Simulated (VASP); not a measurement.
Here is a VASP 6.6.1 calculation.

Contents of INCAR:

```
ALGO = Normal ; EDIFF = 1E-6
ENCUT = 520 ; GGA = CA
ISIF = 2 ; ISMEAR = -1
ISPIN = 2 ; LASPH = T
LCHARG = F ; LORBIT = 11
LREAL = Auto ; LWAVE = F
MAGMOM = 0 0 0 0 0 0 0 0 0 0 0 0 0 0 0 0 0 ; NBANDS = 60
NELM = 150 ; PREC = Accurate
SIGMA = 0.05
```

Contents of KPOINTS:

```
k-points
0
Gamma
  2 2 2
```

Contents of POSCAR:

```
LiP16
1.0
    1.6560500000      5.2040000000      4.3500000000
    1.6560500000     -5.2040000000      4.3500000000
    6.6242000000      0.0000000000      0.0000000000
P Li
16 1
Direct
    0.6554022044      0.4192513589      0.2205644405
    0.1688667818      0.4275166665      0.0795984708
    0.8644211898      0.0551323735      0.0091255279
    0.2785057579      0.1391487249      0.1342751266
    0.6379727508      0.4308778239      0.7280664844
    0.1860404206      0.3878409587      0.6062067483
    0.8337268504      0.0666069427      0.5273136714
    0.3188412202      0.1073700442      0.6373166323
    0.1302520179      0.9589728096      0.4713579337
    0.7089659618      0.8825758773      0.3447408196
    0.3592848247      0.5293491983      0.2698329800
    0.8200848345      0.5884303379      0.3928940021
    0.1497456879      0.9339968408      0.9723921659
    0.6791974292      0.8795248696      0.8603754321
    0.3645359885      0.5787784943      0.7486520713
    0.8154268723      0.6008926679      0.8868070145
    0.4262401004      0.8659120835      0.2171622801
```

Potentials or basis: VASP PAW LDA potentials, release 64 (P, Li_sv).

Command:

```sh
$ cat potpaw_LDA.64/P/POTCAR potpaw_LDA.64/Li_sv/POTCAR > POTCAR
$ mpirun -np 1 vasp_std > vasp.out
```

Task: Predict the largest force.

Result: 0.112 eV/Å.

Task: Predict the net moment.

Result: 0.00 μB per cell.

Forces in eV/Å, atoms in the order of the input:
```
P    0.009 -0.032  0.017
P    0.020  0.040  0.026
P    0.021  0.020 -0.037
P    0.008 -0.028 -0.046
P    0.002 -0.021  0.030
P   -0.014  0.030  0.023
P   -0.007  0.034 -0.018
P    0.006 -0.028 -0.029
P    0.012 -0.005  0.010
P    0.024  0.014  0.016
P    0.005 -0.010 -0.016
P    0.011 -0.019 -0.036
P   -0.001 -0.031  0.026
P   -0.013  0.034  0.045
P    0.008  0.021 -0.030
P    0.005 -0.020 -0.040
Li  -0.096  0.001  0.058
```

Caveat: the k points lie up to 0.51 Å⁻¹ apart; no moment was typed at the start, so none could form.
